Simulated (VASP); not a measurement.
# InAs (F-43m) in VASP: notebook, part 2 of 2

VASP 6.6.1. Earlier steps stand in the parts before.

## (3) Single point, r2SCAN, non-collinear spin, zero start, spin-orbit coupling (strain -4.0%)

POSCAR

```
InAs
1.0
    0.0000000000      2.9324068541      2.9324068541
    2.9324068541      0.0000000000      2.9324068541
    2.9324068541      2.9324068541      0.0000000000
In As
1 1
Direct
    0.0000000000      0.0000000000      0.0000000000
    0.2500000000      0.2500000000      0.2500000000
```

INCAR.step1

```
SYSTEM = InAs
PREC     = Accurate       ! precision mode
ENCUT    = 520            ! plane-wave cutoff, eV
ISMEAR   = -1             ! smearing method
SIGMA    = 0.02           ! smearing width, eV
LREAL    = .FALSE.        ! projectors in reciprocal space
LASPH    = .TRUE.         ! aspherical terms in the spheres
NELM     = 150            ! most SCF steps
MAGMOM   = 0 0 0 0 0 0    ! initial moments
LSORBIT  = .TRUE.         ! spin-orbit coupling
GGA_COMPAT= .FALSE.      
NBANDS   = 30             ! bands
GGA      = PE             ! functional
ALGO     = Normal         ! electronic algorithm
EDIFF    = 1E-4           ! SCF threshold, eV
LWAVE    = .TRUE.         ! write WAVECAR
LCHARG   = .FALSE.        ! write CHGCAR
```

INCAR.step2

```
SYSTEM = InAs
PREC     = Accurate       ! precision mode
ENCUT    = 520            ! plane-wave cutoff, eV
EDIFF    = 1E-6           ! SCF threshold, eV
ISMEAR   = -1             ! smearing method
SIGMA    = 0.02           ! smearing width, eV
LREAL    = .FALSE.        ! projectors in reciprocal space
LASPH    = .TRUE.         ! aspherical terms in the spheres
NELM     = 150            ! most SCF steps
ALGO     = Normal         ! electronic algorithm
ISIF     = 2              ! what is computed and relaxed
LWAVE    = .FALSE.        ! write WAVECAR
LCHARG   = .FALSE.        ! write CHGCAR
MAGMOM   = 0 0 0 0 0 0    ! initial moments
LORBIT   = 11             ! projections on sites
LSORBIT  = .TRUE.         ! spin-orbit coupling
GGA_COMPAT= .FALSE.      
LORBMOM  = .TRUE.       
METAGGA  = R2SCAN         ! meta-GGA
LMIXTAU  = .TRUE.       
NBANDS   = 30             ! bands
ISTART   = 1
```

KPOINTS

```
regular mesh
0
G
  8 8 8
  0 0 0
```

Potentials or basis: VASP PAW PBE potentials, release 64 (In_d, As).

Launch:

```sh
$ cat potpaw_PBE.64/In_d/POTCAR potpaw_PBE.64/As/POTCAR > POTCAR
$ cp INCAR.step1 INCAR
$ mpirun -np 1 vasp_ncl > vasp.out
$ cp INCAR.step2 INCAR
$ mpirun -np 1 vasp_ncl > vasp.out
```

OUTCAR:

```text
SYSTEM = InAs
   PREC = Accurate
   ENCUT = 520
   EDIFF = 1E-6
   ISMEAR = -1
   LREAL = .FALSE.
   LASPH = .TRUE.
   NELM = 150
   ISIF = 2
   LORBIT = 11
   LSORBIT = .TRUE.
   METAGGA = R2SCAN
   ISTART = 1

 ion  position               nearest neighbor table
   1  0.000  0.000  0.000-   2 2.54   2 2.54   2 2.54   2 2.54
   2  0.250  0.250  0.250-   1 2.54   1 2.54   1 2.54   1 2.54

  LATTYP: Found a face centered cubic cell.
 ALAT       =     5.8648137082

  Lattice vectors:

 A1 = (   0.0000000000,   2.9324068541,   2.9324068541)
 A2 = (   2.9324068541,   0.0000000000,   2.9324068541)
 A3 = (   2.9324068541,   2.9324068541,   0.0000000000)

Analysis of symmetry for initial positions (statically):
=====================================================================
 Subroutine PRICEL returns:
 Original cell was already a primitive cell.

 Routine SETGRP: Setting up the symmetry group for a
 face centered cubic supercell.

 Subroutine GETGRP returns: Found 24 space group operations
 (whereof 24 operations were pure point group operations)
 out of a pool of 48 trial point group operations.

The static configuration has the point symmetry T_d .

Analysis of symmetry for dynamics (positions and initial velocities):
=====================================================================
 Subroutine PRICEL returns:
 Original cell was already a primitive cell.

 Routine SETGRP: Setting up the symmetry group for a
 face centered cubic supercell.

 Subroutine GETGRP returns: Found 24 space group operations
 (whereof 24 operations were pure point group operations)
 out of a pool of 48 trial point group operations.

The dynamic configuration has the point symmetry T_d .

Analysis of structural, dynamic, and magnetic symmetry:
=====================================================================
 Subroutine PRICEL returns:
 Original cell was already a primitive cell.

 Routine SETGRP: Setting up the symmetry group for a
 face centered cubic supercell.

 Subroutine GETGRP returns: Found 24 space group operations
 (whereof 24 operations were pure point group operations)
 out of a pool of 48 trial point group operations.

The overall configuration has the point symmetry T_d .

 Subroutine INISYM returns: Found 24 space group operations
 (whereof 24 operations are pure point group operations),
 and found     1 'primitive' translations

----------------------------------------------------------------------------------------

                                     Primitive cell

  volume of cell :      50.4316

  direct lattice vectors                    reciprocal lattice vectors
     0.000000000  2.932406854  2.932406854    -0.170508400  0.170508400  0.170508400
     2.932406854  0.000000000  2.932406854     0.170508400 -0.170508400  0.170508400
     2.932406854  2.932406854  0.000000000     0.170508400  0.170508400 -0.170508400

  length of vectors
     4.147049543  4.147049543  4.147049543     0.295329211  0.295329211  0.295329211

  position of ions in fractional coordinates (direct lattice)
     0.000000000  0.000000000  0.000000000
     0.250000000  0.250000000  0.250000000

  ion indices of the primitive-cell ions
   primitive index   ion index
[... 930 lines left out ...]
  -------------------------------------------------------------------------------------
  Total        2.9294048      2.9294048      2.9294048      0.0000000     -0.0000000      0.0000000
  in kB       93.0651972     93.0651972     93.0651972      0.0000000     -0.0000000      0.0000000
  external PRESSURE =      93.0651972 kB  Pullay stress =       0.0000000 kB

 VOLUME and BASIS-vectors are now :
 -----------------------------------------------------------------------------
  energy-cutoff  :      520.00
  volume of cell :       50.43
      direct lattice vectors                 reciprocal lattice vectors
     0.000000000  2.932406854  2.932406854    -0.170508400  0.170508400  0.170508400
     2.932406854  0.000000000  2.932406854     0.170508400 -0.170508400  0.170508400
     2.932406854  2.932406854  0.000000000     0.170508400  0.170508400 -0.170508400

 POSITION                                       TOTAL-FORCE (eV/Angst)
 -----------------------------------------------------------------------------------
      0.00000      0.00000      0.00000         0.000000      0.000000     -0.000000
      1.46620      1.46620      1.46620        -0.000000     -0.000000      0.000000
 -----------------------------------------------------------------------------------
    total drift:                                0.000000      0.000000      0.000000

  FREE ENERGIE OF THE ION-ELECTRON SYSTEM (eV)
  ---------------------------------------------------
  free  energy   TOTEN  =       -37.9333881337 eV

  energy  without entropy=      -37.9333881333  energy(sigma->0) =      -37.93338813

 orbital moment (x)

 # of ion     p       d       tot
 ----------------------------------------
  1        -0.000   0.000  -0.000
  2         0.000  -0.000   0.000
 ----------------------------------------
           -0.000   0.000   0.000

 orbital moment (y)

 # of ion     p       d       tot
 ----------------------------------------
  1         0.000  -0.000   0.000
  2        -0.000  -0.000  -0.000
 ----------------------------------------
           -0.000  -0.000  -0.000

 orbital moment (z)

 # of ion     p       d       tot
 ----------------------------------------
  1         0.000   0.000   0.000
  2         0.000  -0.000   0.000
 ----------------------------------------
            0.000   0.000   0.000

 Spin-Orbit-Coupling matrix elements

 Ion:    1  E_soc:     -0.0715226
 l=   1
     0.0000000    -0.0056146    -0.0056146
    -0.0056146     0.0000000    -0.0056146
    -0.0056146    -0.0056146     0.0000000
 l=   2
     0.0000000    -0.0012893     0.0000000    -0.0012893    -0.0050165
    -0.0012893     0.0000000    -0.0037623    -0.0012893    -0.0012541
     0.0000000    -0.0037623     0.0000000    -0.0037623     0.0000000
    -0.0012893    -0.0012893    -0.0037623     0.0000000    -0.0012541
    -0.0050165    -0.0012541     0.0000000    -0.0012541     0.0000000
 l=   3
     0.0000000     0.0000000     0.0000000     0.0000000     0.0000000     0.0000000     0.0000000
     0.0000000     0.0000000     0.0000000     0.0000000     0.0000000     0.0000000     0.0000000
     0.0000000     0.0000000     0.0000000     0.0000000     0.0000000     0.0000000     0.0000000
     0.0000000     0.0000000     0.0000000     0.0000000     0.0000000     0.0000000     0.0000000
     0.0000000     0.0000000     0.0000000     0.0000000     0.0000000     0.0000000     0.0000000
     0.0000000     0.0000000     0.0000000     0.0000000     0.0000000     0.0000000     0.0000000
     0.0000000     0.0000000     0.0000000     0.0000000     0.0000000     0.0000000     0.0000000

 Ion:    2  E_soc:     -0.0240054
 l=   1
     0.0000000    -0.0039981    -0.0039981
    -0.0039981     0.0000000    -0.0039981
    -0.0039981    -0.0039981     0.0000000
 l=   2
     0.0000000    -0.0000012     0.0000000    -0.0000012    -0.0000016
    -0.0000012     0.0000000    -0.0000012    -0.0000012    -0.0000004
     0.0000000    -0.0000012     0.0000000    -0.0000012     0.0000000
    -0.0000012    -0.0000012    -0.0000012     0.0000000    -0.0000004
    -0.0000016    -0.0000004     0.0000000    -0.0000004     0.0000000
 l=   3
     0.0000000     0.0000000     0.0000000     0.0000000     0.0000000     0.0000000     0.0000000
     0.0000000     0.0000000     0.0000000     0.0000000     0.0000000     0.0000000     0.0000000
     0.0000000     0.0000000     0.0000000     0.0000000     0.0000000     0.0000000     0.0000000
     0.0000000     0.0000000     0.0000000     0.0000000     0.0000000     0.0000000     0.0000000
     0.0000000     0.0000000     0.0000000     0.0000000     0.0000000     0.0000000     0.0000000
     0.0000000     0.0000000     0.0000000     0.0000000     0.0000000     0.0000000     0.0000000
     0.0000000     0.0000000     0.0000000     0.0000000     0.0000000     0.0000000     0.0000000

 total charge

# of ion       s       p       d       tot
------------------------------------------
    1        0.840   0.864   9.907  11.611
    2        1.206   1.690   0.029   2.925
--------------------------------------------------
tot          2.046   2.555   9.935  14.536

 magnetization (x)

# of ion       s       p       d       tot
------------------------------------------
    1       -0.000  -0.000   0.000  -0.000
    2       -0.000   0.000   0.000   0.000
--------------------------------------------------
tot         -0.000   0.000   0.000  -0.000

 magnetization (y)

# of ion       s       p       d       tot
------------------------------------------
    1        0.000   0.000  -0.000   0.000
    2       -0.000   0.000   0.000   0.000
--------------------------------------------------
tot         -0.000   0.000  -0.000   0.000

 magnetization (z)

# of ion       s       p       d       tot
------------------------------------------
    1       -0.000   0.000   0.000  -0.000
    2        0.000   0.000   0.000   0.000
--------------------------------------------------
tot         -0.000   0.000   0.000  -0.000
```

Run time: 8.3 min. Hardware: 1 thread of AMD EPYC 7R13, shared host; peak memory 0.42 GiB.

Results:

- Free energy: -37.9334 eV
- Pressure: 9.3 GPa
- Net moment: 0.00 μB per cell
- Valence electrons inside the program's atomic spheres: In 11.61; As 2.92

Moments on the atoms (μB; x, y, z):
```
In  0.00 0.00 0.00
As  0.00 0.00 0.00
```

Caveat: the cell differs from its parent crystal (strain -4.0%); the cell stands under pressure; the PAW data sets were made with another functional, which shifts forces and pressure a little.
